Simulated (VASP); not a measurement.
Crystal: HfN.

```xyz
2
Lattice="0.0000 2.2560 2.2560 2.2560 0.0000 2.2560 2.2560 2.2560 0.0000" Properties=species:S:1:pos:R:3 pbc="T T T"
Hf    0.0000    0.0000    0.0000
N     2.2560    2.2560    2.2560
```

| Quantity | Value |
| --- | --- |
| Program | VASP 6.6.1 |
| Task | relaxation of cell and atoms |
| Functional | PBEsol |
| Potentials or basis | VASP PAW PBE potentials, release 64 (Hf_pv, N) |
| Cutoff | 600 eV |
| k mesh | 16 × 16 × 16 |
| Occupations | gaussian, width 0.1 eV |
| Spin | no spin polarisation |

At the start: pressure -4.2 GPa; volume 11.48 Å³/atom.

Q: How do energy, volume and symmetry change on relaxing?

A: Over 3 steps the energy falls by 2.3 meV/atom and the volume is 11.31 Å³/atom (-1.5 %); space group Fm-3m (No. 225, to 0.05 Å).

Step by step:
```csv
step,energy change (eV),largest force (eV/Å),pressure (GPa),volume (Å³)
1,0.0000,0.0000,-4.22,22.96
2,0.0134,0.0000,9.10,21.97
3,-0.0046,0.0000,-0.03,22.63
```

Final structure:
```yaml
crystal:
  lattice:
    - [0.00000, 2.24488, 2.24488]
    - [2.24488, 0.00000, 2.24488]
    - [2.24488, 2.24488, 0.00000]
  atoms:
    - { symbol: Hf, position: [0.00000, 0.00000, 0.00000] }
    - { symbol: N, position: [0.50000, 0.50000, 0.50000] }
```

Caveat: the PAW data sets were made with another functional, which shifts forces and pressure a little.
